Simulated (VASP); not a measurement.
Input of a VASP 6.6.1 run:

INCAR

```
SYSTEM = TiTe2
PREC     = Accurate       ! precision mode
ENCUT    = 520            ! plane-wave cutoff, eV
EDIFF    = 1E-6           ! SCF threshold, eV
ISMEAR   = 0              ! smearing method
SIGMA    = 0.017          ! smearing width, eV
LREAL    = .False.        ! projectors in reciprocal space
LASPH    = .True.         ! aspherical terms in the spheres
NELM     = 100            ! most SCF steps
ALGO     = Normal         ! electronic algorithm
ISIF     = 2              ! what is computed and relaxed
LWAVE    = .False.        ! write WAVECAR
LCHARG   = .True.         ! write CHGCAR
GGA      = PE             ! functional
LELF     = .True.         ! ELF
LVHAR    = .True.       
NBANDS   = 19             ! bands
```

KPOINTS

```
Automatic mesh
0
Gamma
  8 8 4
  0 0 0
```

POSCAR

```
TiTe2
1.0
    3.7770000000      0.0000000000      0.0000000000
   -1.8885000000      3.2709779501      0.0000000000
    0.0000000000      0.0000000000      6.4980000000
Te Ti
2 1
Direct
    0.3333333333      0.6666666667      0.7372000000
    0.6666666667      0.3333333333      0.2628000000
    0.0000000000      0.0000000000      0.0000000000
```

Potentials or basis: VASP PAW PBE potentials, release 64 (Te, Ti_sv).

Command:

```bash
$ cat potpaw_PBE.64/Te/POTCAR potpaw_PBE.64/Ti_sv/POTCAR > POTCAR
$ mpirun -np 1 vasp_std > vasp.out
```

**Question.** Predict the pressure.

**Answer.** 0.9 GPa.

**Question.** Predict the band gap on the k mesh.

**Answer.** Zero (bands 12 and 13 overlap by 0.66 eV).

**Question.** What does it give for the largest force?

**Answer.** 0.020 eV/Å.

Forces in eV/Å, atoms in the order of the input:
```
Te   0.000  0.000 -0.020
Te   0.000  0.000  0.020
Ti   0.000  0.000  0.000
```

Caveat: spin-orbit coupling is left out, which moves the levels of the heavy elements; this functional lacks dispersion, which binds layers or chains, so the pressure and a relaxed spacing across them are unreliable.
